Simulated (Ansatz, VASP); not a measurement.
# One calculation of Pt, two programs

```
Pt
1.0
     4.94280    0.00000    0.00000
     0.00000    4.94280    0.00000
     0.00000    0.00000    4.94280
Pt
8
Direct
  0.00000 0.00000 0.00000
  0.50000 0.50000 0.50000
  0.25000 0.00000 0.50000
  0.75000 0.00000 0.50000
  0.50000 0.25000 0.00000
  0.50000 0.75000 0.00000
  0.00000 0.50000 0.25000
  0.00000 0.50000 0.75000
```

Alike in both runs: task relaxation of cell and atoms; functional PBEsol; k mesh 5 × 5 × 5; occupations fermi-dirac, width 0.1 eV; no spin polarisation.

|  | VASP | Ansatz |
| --- | --- | --- |
| version | VASP 6.6.1 | Ansatz 0.2.0 |
| potentials or method | VASP PAW PBE potentials, release 64 (Pt), cutoff 600 eV | plane waves (420 eV) with PAW, scalar-relativistic |
| valence electrons in the cell | 80 | 144 |

VASP gave:

```
relaxed volume (Å³/atom)                                     : 15.59
relaxed cell length with the largest relative difference (Å) : 4.996
```

Q: What did Ansatz give for the same quantities?

A: Relaxed volume (Å³/atom): 15.60; relaxed cell length with the largest relative difference (Å): 4.998.

VASP's potentials were made for PBE, not for PBEsol, and Ansatz warns of the same on its side. VASP's potentials hold 80 valence electrons a cell and Ansatz's 144, so a difference there can come from the potentials and not from the codes.

Neither program's run includes spin-orbit coupling.
